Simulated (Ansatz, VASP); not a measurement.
## AlGa3As4: VASP beside Ansatz

```
CELL_PARAMETERS angstrom
-2.87020 2.87020 5.74085
2.87020 -2.87020 5.74085
2.87020 2.87020 -5.74085
ATOMIC_POSITIONS crystal
Al 0.50000 0.50000 0.00000
Ga 0.00000 0.00000 0.00000
Ga 0.25000 0.75000 0.50000
Ga 0.75000 0.25000 0.50000
As 0.87408 0.87408 0.49887
As 0.37521 0.37521 0.50113
As 0.12592 0.62479 0.00000
As 0.62479 0.12592 0.00000
```

Alike in both runs: functional PBE; k mesh 10 × 10 × 10; occupations gaussian, width 0.02 eV; no spin polarisation.

Ansatz relaxed the structure, and its values are those at the end. VASP's run is a single point on that final structure, the one shown.

|  | VASP | Ansatz |
| --- | --- | --- |
| version | VASP 6.6.1 | Ansatz 0.2.0 |
| potentials or method | VASP PAW PBE potentials, release 64 (Al, Ga_d, As), cutoff 520 eV | scalar-relativistic, plane waves, PAW |
| valence electrons in the cell | 62 | 102 |

Ansatz gave:

- gap on the k mesh at the Fermi level (eV): 0.57
- least direct gap on the mesh (eV): 0.57
- pressure (GPa): 0.0

Estimate VASP's values.

gap on the k mesh at the Fermi level (eV): 0.57; least direct gap on the mesh (eV): 0.57; pressure (GPa): 0.2.

VASP's potentials hold 62 valence electrons a cell and Ansatz's 102, so a difference there can come from the potentials and not from the codes.
